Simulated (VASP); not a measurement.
A run of VASP 6.6.1:

INCAR

```
SYSTEM = ZnSnI6
ALGO = Normal ; EDIFF = 1E-7
ENCUT = 520 ; GGA = PS
ISIF = 2 ; ISMEAR = -1
LASPH = .TRUE. ; LCHARG = .TRUE.
LELF = .TRUE. ; LREAL = .FALSE.
LVHAR = .TRUE. ; LWAVE = .FALSE.
NBANDS = 44 ; NELM = 100
PREC = Accurate ; SIGMA = 0.03
```

Contents of KPOINTS:

```
k-points
0
G
  4 4 4
  0 0 0
```

Contents of POSCAR:

```
ZnSnI6
1.0
    7.0929175648      0.0855434385     -0.0634621017
    3.4633361558      6.1827965389      0.1286721852
    0.0158214245      3.9207865118      6.5388877212
Zn Sn I
1 1 6
Direct
    0.0000000000      0.0000000000      0.0000000000
    0.5000000000      0.0000000000      0.5000000000
    0.7524946073      0.8373161660      0.2421489688
    0.2475053927      0.1626838340      0.7578510312
    0.5899612513      0.4897295039      0.7577639521
    0.4100387487      0.5102704961      0.2422360479
    0.0799899868      0.1676149962      0.2423022026
    0.9200100132      0.8323850038      0.7576977974
```

Potentials or basis: VASP PAW PBE potentials, release 64 (Zn, Sn_d, I).

Run with:

```console
$ cat potpaw_PBE.64/Zn/POTCAR potpaw_PBE.64/Sn_d/POTCAR potpaw_PBE.64/I/POTCAR > POTCAR
$ mpirun -np 1 vasp_std > vasp.out
```

Hardware: 1 thread of AMD EPYC 9R45 96-Core Processor (Zen 5) (shared host).

Question: Estimate the wall time of this run.

Answer: It took 5.4 min on 1 thread of AMD EPYC 9R45 96-Core Processor (Zen 5), on a shared host, peak memory 0.67 GiB. Counts: scf iterations 14, k points 36.
